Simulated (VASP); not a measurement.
A run of VASP 6.6.1:

The input INCAR:

```
SYSTEM = SnO2
  PREC = Accurate
  ENCUT = 520
  EDIFF = 1E-6
  ISMEAR = -1
  SIGMA = 0.05
  LREAL = Auto
  LASPH = .True.
  NELM = 100
  ALGO = Normal
  ISIF = 2
  LWAVE = .False.
  LCHARG = .False.
  GGA = PE
  ISYM = 0
  NBANDS = 107
```

Contents of KPOINTS:

```
Automatic mesh
0
Gamma
  1 1 1
  0 0 0
```

File POSCAR:

```
SnO2
1.0
    6.8133110000     -0.0677660000     -0.0220850000
   -0.0677660000      6.5981650000     -0.0994380000
   -0.0220850000     -0.0994380000      6.3785550000
Sn O
7 14
Direct
    0.8496726263      0.7080132165      0.8069561896
    0.9911569784      0.2755167199      0.6790164126
    0.5906236097      1.0363916691      0.5054208417
    0.3320720860      0.8253873115      0.1184604782
    0.4831025481      0.3301830556      1.0020249198
    0.9476411235      0.1354810012      0.1093359882
    0.4081025741      0.5700638014      0.5474219396
    0.8354760409      0.1940721906      0.4189089283
    0.8384763420      0.0240771700      0.7987987774
    0.4997389382      0.6647304746      0.8736101207
    0.2066833388      0.1839199188      0.2756779914
    0.2064885123      0.1866879287      0.8963259191
    0.5793023696      0.0585988343      0.1420058060
    0.0355890327      0.8290695981      0.0702475728
    0.2446383393      0.2213271917      0.4924894700
    0.0860875056      0.5798575441      0.6755862601
    0.8308824993      0.4053330127      0.9671304150
    0.6972064205      0.7303373419      0.5278303767
    0.5748424396      0.3019995926      0.6723120880
    0.3364314730      0.8558963630      0.4538185704
    0.4070375047      0.5443817823      0.2274635335
```

Potentials or basis: VASP PAW PBE potentials, release 64 (Sn_d, O).

The run is started by

```console
$ cat potpaw_PBE.64/Sn_d/POTCAR potpaw_PBE.64/O/POTCAR > POTCAR
$ mpirun -np 1 vasp_gam > vasp.out
```

Hardware: 1 thread of AMD EPYC 9R45 (Zen 5), with other jobs on the host.

Task: Estimate the wall time of this run.

Result: It took 67 s on 1 thread of AMD EPYC 9R45 (Zen 5), with other jobs on the host, peak memory 0.28 GiB. Counts: scf iterations 17, k points 1.
